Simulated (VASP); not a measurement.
# La6N (P-3m1) in VASP: further runs, part 2 of 2

VASP 6.6.1.

## 3. Relaxation of cell and atoms, PBE

INCAR

```
PREC = Accurate ; ENCUT = 600
EDIFF = 1E-7 ; ISMEAR = 0
SIGMA = 0.2 ; LREAL = F
LASPH = T ; NELM = 100
ALGO = Normal ; ISIF = 3
LWAVE = F ; LCHARG = F
GGA = PE ; IBRION = 2
NSW = 36 ; EDIFFG = -0.08
```

KPOINTS

```
Automatic mesh
0
Gamma
  5 5 1
```

POSCAR

```
La6N
1.0
    3.6500000000      0.0000000000      0.0000000000
   -1.8250000000      3.1609927200      0.0000000000
    0.0000000000      0.0000000000     16.2000000000
La N
6 1
Direct
    0.6666666700      0.3333333300      0.4167000000
    0.3333333300      0.6666666700      0.5833000000
    0.3333333300      0.6666666700      0.0833000000
    0.6666666700      0.3333333300      0.9167000000
    0.0000000000      0.0000000000      0.7500000000
    0.0000000000      0.0000000000      0.2500000000
    0.0000000000      0.0000000000      0.0000000000
```

Potentials or basis: VASP PAW PBE potentials, release 64 (La, N).

Run with:

```bash
$ cat potpaw_PBE.64/La/POTCAR potpaw_PBE.64/N/POTCAR > POTCAR
$ mpirun -np 1 vasp_std > vasp.out
```

OUTCAR:

```text
PREC = Accurate
   ENCUT = 600
   EDIFF = 1E-7
   ISMEAR = 0
   LREAL = F
   LASPH = T
   NELM = 100
   ISIF = 3
   GGA = PE
   IBRION = 2
   NSW = 36
   EDIFFG = -0.08

 ion  position               nearest neighbor table
   1  0.667  0.333  0.417-   2 3.42   2 3.42   2 3.42   6 3.43   6 3.43   6 3.43
   2  0.333  0.667  0.583-   1 3.42   1 3.42   1 3.42   5 3.43   5 3.43   5 3.43
   3  0.333  0.667  0.083-   7 2.50   7 2.50   7 2.50   4 3.42   4 3.42   4 3.42   6 3.43   6 3.43
                             6 3.43
   4  0.667  0.333  0.917-   7 2.50   7 2.50   7 2.50   3 3.42   3 3.42   3 3.42   5 3.43   5 3.43
                             5 3.43
   5  0.000  0.000  0.750-   2 3.43   4 3.43   2 3.43   4 3.43   4 3.43   2 3.43
   6  0.000  0.000  0.250-   1 3.43   3 3.43   3 3.43   1 3.43   1 3.43   3 3.43
   7  0.000  0.000  0.000-   3 2.50   4 2.50   3 2.50   4 2.50   4 2.50   3 2.50

  LATTYP: Found a hexagonal cell.
 ALAT       =     3.6500000000
 C/A-ratio  =     4.4383561644

  Lattice vectors:

 A1 = (   3.6500000000,   0.0000000000,   0.0000000000)
 A2 = (  -1.8250000000,   3.1609927200,   0.0000000000)
 A3 = (   0.0000000000,   0.0000000000,  16.2000000000)

Analysis of symmetry for initial positions (statically):
=====================================================================
 Subroutine PRICEL returns:
 Original cell was already a primitive cell.

 Routine SETGRP: Setting up the symmetry group for a
 hexagonal supercell.

 Subroutine GETGRP returns: Found 12 space group operations
 (whereof 12 operations were pure point group operations)
 out of a pool of 24 trial point group operations.

The static configuration has the point symmetry D_3d.

Analysis of symmetry for dynamics (positions and initial velocities):
=====================================================================
 Subroutine PRICEL returns:
 Original cell was already a primitive cell.

 Routine SETGRP: Setting up the symmetry group for a
 hexagonal supercell.

 Subroutine GETGRP returns: Found 12 space group operations
 (whereof 12 operations were pure point group operations)
 out of a pool of 24 trial point group operations.

The dynamic configuration has the point symmetry D_3d.

 Subroutine INISYM returns: Found 12 space group operations
 (whereof 12 operations are pure point group operations),
 and found     1 'primitive' translations

----------------------------------------------------------------------------------------

                                     Primitive cell

  volume of cell :     186.9095

  direct lattice vectors                    reciprocal lattice vectors
     3.650000000  0.000000000  0.000000000     0.273972603  0.158178156  0.000000000
    -1.825000000  3.160992720  0.000000000     0.000000000  0.316356312  0.000000000
     0.000000000  0.000000000 16.200000000     0.000000000  0.000000000  0.061728395

  length of vectors
     3.650000000  3.649999997 16.200000000     0.316356312  0.316356312  0.061728395

  position of ions in fractional coordinates (direct lattice)
     0.666666670  0.333333330  0.416700000
     0.333333330  0.666666670  0.583300000
     0.333333330  0.666666670  0.083300000
     0.666666670  0.333333330  0.916700000
     0.000000000  0.000000000  0.750000000
     0.000000000  0.000000000  0.250000000
     0.000000000  0.000000000  0.000000000

  ion indices of the primitive-cell ions
   primitive index   ion index
                 1           1
                 2           2
                 3           3
                 4           4
                 5           5
                 6           6
                 7           7

[... 28 lines left out ...]
  0.000000  0.000000  0.000000      1.000000
  0.200000  0.000000  0.000000      6.000000
  0.400000  0.000000  0.000000      6.000000
  0.200000  0.200000  0.000000      6.000000
  0.400000  0.200000  0.000000      6.000000
   k-points           NKPTS =      5   k-points in BZ     NKDIM =      5   number of bands    NBANDS=     42
   number of dos      NEDOS =    301   number of ions     NIONS =      7
   total plane-waves  NPLWV = 126000
   dimension x,y,z NGX =    30 NGY =   30 NGZ =  140
   dimension x,y,z NGXF=    60 NGYF=   60 NGZF=  280
   ions per type =               6   1
   NGX,Y,Z   is equivalent  to a cutoff of  13.66, 13.66, 14.37 a.u.
   NGXF,Y,Z  is equivalent  to a cutoff of  27.33, 27.33, 28.73 a.u.
 SYSTEM =  unknown system
   PREC   = accura    normal or accurate (medium, high low for compatibility)
   ISTART =      0    job   : 0-new  1-cont  2-samecut
   ICHARG =      2    charge: 1-file 2-atom 10-const
   ISPIN  =      1    spin polarized calculation?
   LNONCOLLINEAR =      F non collinear calculations
   LSORBIT =      F    spin-orbit coupling
   LASPH  =      T    aspherical Exc in radial PAW
   ENCUT  =  600.0 eV  44.10 Ry    6.64 a.u.   7.29  7.29 32.36*2*pi/ulx,y,z
   NELM   =    100;   NELMIN=  2; NELMDL= -5     # of ELM steps
   EDIFF  = 0.1E-06   stopping-criterion for ELM
   LREAL  =      F    real-space projection
   EDIFFG = -.8E-01   stopping-criterion for IOM
   NSW    =     36    number of steps for IOM
   IBRION =      2    ionic relax: 0-MD 1-quasi-New 2-CG
   NFREE  =      1    steps in history (QN), initial steepest desc. (CG)
   ISIF   =      3    stress and relaxation
   ISYM   =      2    0-nonsym 1-usesym 2-fastsym
   POTIM  = 0.5000    time-step for ionic-motion
   TEBEG  =    0.0;   TEEND  =   0.0 temperature during run
   PSTRESS=    0.0 pullay stress
   NELECT =      71.0000    total number of electrons
   NUPDOWN=      -1.0000    fix difference up-down
   EMIN   =  10.00;   EMAX   =-10.00  energy-range for DOS
   EFERMI =   0.00;   METHOD = LEGACY
   ISMEAR =     0;   SIGMA  =   0.20  broadening in eV -4-tet -1-fermi 0-gaus
   EFERMI_NEDOS =   21; number of points for ismear=-14 and -15
   IALGO  =     38    algorithm
   IMIX   =      4    mixing-type and parameters
     AMIX     =   0.40;   BMIX     =  1.00
     AMIX_MAG =   1.60;   BMIX_MAG =  1.00
  volume/ion in A,a.u.               =      26.70       180.19
  Fermi-wavevector in a.u.,A,eV,Ry     =   1.185634  2.240523 19.126077  1.405727
  Thomas-Fermi vector in A             =   2.321823
   LORBIT       =      0    0 simple, 1 ext, 2 COOP (PROOUT), +10 PAW based schemes
   GGA     = PE    functional components
   LHFCALC =     F    Hartree Fock is set to
   AEXX    =    0.0000 exact exchange contribution
   IVDW    =     0    specifies the selected vdW correction
   LEPSILON=     F    determine dielectric tensor
   LRPA    =     F    only Hartree local field effects (RPA)
 conjugate gradient relaxation of ions
 non-spin polarized calculation
 Gauss-broadening in eV      SIGMA  =   0.20
  energy-cutoff  :      600.00
  volume of cell :      186.91
 maximum number of plane-waves:      6299
 NGX is ok and might be reduce to    30
   NGX = 15   NGY = 15   NGZ = 65

--------------------------------------- Ionic step        1  -------------------------------------------

 number of electron      71.0000007 magnetization

 Free energy of the ion-electron system (eV)
  ---------------------------------------------------
  ext. energy  EPLUGINS =         0.00000000
  ---------------------------------------------------
  free energy    TOTEN  =       -38.99746154 eV

  energy without entropy =      -38.81165632  energy(sigma->0) =      -38.90455893

 E-fermi :   9.8893     XC(G=0): -10.5022

 val. band max:        9.8311886061   @ k =   0.2000   0.0000   0.0000
 cond. band min:       9.9200623863   @ k =   0.2000   0.2000   0.0000
 fundamental gap:      0.0888737802
 Fermi energy:         9.8893031355

 k-point     1 :       0.0000    0.0000    0.0000
  band No.  band energies     occupation
      1     -22.7369      2.00000
      2     -22.6432      2.00000
      3     -22.5195      2.00000
      4     -22.2996      2.00000
      5     -22.2949      2.00000
      6     -22.0345      2.00000
[... 330 lines left out ...]
  FREE ENERGIE OF THE ION-ELECTRON SYSTEM (eV)
  ---------------------------------------------------
  free  energy   TOTEN  =       -39.9095183229 eV

  energy  without entropy=      -39.6744406885  energy(sigma->0) =      -39.79197951

[... ionic steps 4 to 9 ...]

--------------------------------------- Ionic step       10  -------------------------------------------

 number of electron      70.9999996 magnetization

------------------------ aborting loop because EDIFF is reached ----------------------------------------
[... 77 lines left out ...]
--------------------------------------- Ionic step       12  -------------------------------------------

 number of electron      70.9999992 magnetization

 Free energy of the ion-electron system (eV)
  ---------------------------------------------------
  ext. energy  EPLUGINS =         0.00000000
  ---------------------------------------------------
  free energy    TOTEN  =       -40.23187332 eV

  energy without entropy =      -40.01057186  energy(sigma->0) =      -40.12122259

 E-fermi :   7.8433     XC(G=0):  -9.6297

 val. band max:        7.7987728588   @ k =   0.0000   0.0000   0.0000
 cond. band min:       7.8585763133   @ k =   0.2000   0.2000   0.0000
 fundamental gap:      0.0598034545
 Fermi energy:         7.8432952657

 k-point     1 :       0.0000    0.0000    0.0000
  band No.  band energies     occupation
      1     -24.9820      2.00000
      2     -24.9659      2.00000
      3     -24.8379      2.00000
      4     -24.7712      2.00000
      5     -24.7654      2.00000
      6     -24.5504      2.00000
[... 248 lines left out ...]
  FREE ENERGIE OF THE ION-ELECTRON SYSTEM (eV)
  ---------------------------------------------------
  free  energy   TOTEN  =       -40.2318733208 eV

  energy  without entropy=      -40.0105718582  energy(sigma->0) =      -40.12122259

 reached required accuracy - stopping structural energy minimisation
```

Wall time 40 min (1 thread of AMD EPYC 7R43 (Zen 3), shared host); peak memory 0.36 GiB.

Results:

- Free energy: -40.2319 eV
- Relaxed volume: 32.51 Å³/atom
- Relaxed cell: a = 3.745 Å, b = 3.745 Å, c = 18.734 Å, α = 90.00°, β = 90.00°, γ = 120.00°
- Space group after relaxing (to 0.1 Å): P-3m1 (No. 164)
- Energy gained by relaxing: 176.3 meV/atom
- Ionic steps: 12
- Pressure after relaxing: 0.0 GPa
- Largest force after relaxing: 0.079 eV/Å
- Band gap on the k mesh: zero (an odd number of electrons rules out a gap without spin polarisation)

Forces in eV/Å, atoms in the order of the input:
```
La   0.000  0.000  0.054
La   0.000  0.000 -0.054
La   0.000  0.000  0.079
La   0.000  0.000 -0.079
La   0.000  0.000 -0.037
La   0.000  0.000  0.037
N    0.000  0.000  0.000
```

The path:
| step | energy change (eV) | largest force (eV/Å) | pressure (GPa) | volume (Å³) |
| --- | --- | --- | --- | --- |
| 1 | 0.0000 | 0.5290 | 7.48 | 186.91 |
| 2 | -0.9121 | 1.0927 | -0.59 | 222.47 |
| 3 | -0.9121 | 1.0963 | -0.62 | 222.64 |
| 4 | -1.0798 | 0.7813 | -0.30 | 222.92 |
| 5 | -1.1897 | 0.2832 | 0.38 | 223.09 |
| 6 | -1.1929 | 0.2228 | 0.55 | 223.09 |
| 7 | -1.2173 | 0.1743 | -0.06 | 227.97 |
| 8 | -1.2187 | 0.1608 | -0.23 | 229.41 |
| 9 | -1.2236 | 0.1302 | 0.03 | 228.13 |
| 10 | -1.2244 | 0.1826 | 0.19 | 227.34 |
| 11 | -1.2278 | 0.1562 | 0.15 | 227.41 |
| 12 | -1.2344 | 0.0790 | 0.04 | 227.59 |

Final structure:
```xyz
7
Lattice="3.7454 0.0000 0.0000 -1.8727 3.2436 0.0000 0.0000 0.0000 18.7336" Properties=species:S:1:pos:R:3 pbc="T T T"
La    1.8727    1.0812    7.8141
La    0.0000    2.1624   10.9195
La    0.0000    2.1624    1.3861
La    1.8727    1.0812   17.3474
La    3.7454    0.0000   13.8586
La    0.0000    0.0000    4.8750
N    -1.8727    3.2436   18.7336
```

Caveat: the k points lie up to 0.39 Å⁻¹ apart in the final cell, too coarse for converged energies and pressures of a metal; the volume moved by over 15 % at a fixed basis, so the end points are rough; spin-orbit coupling is left out, which moves the levels of the heavy elements; the relaxation stopped at a loose force limit of 0.08 eV/Å, so its end isn't a converged minimum.
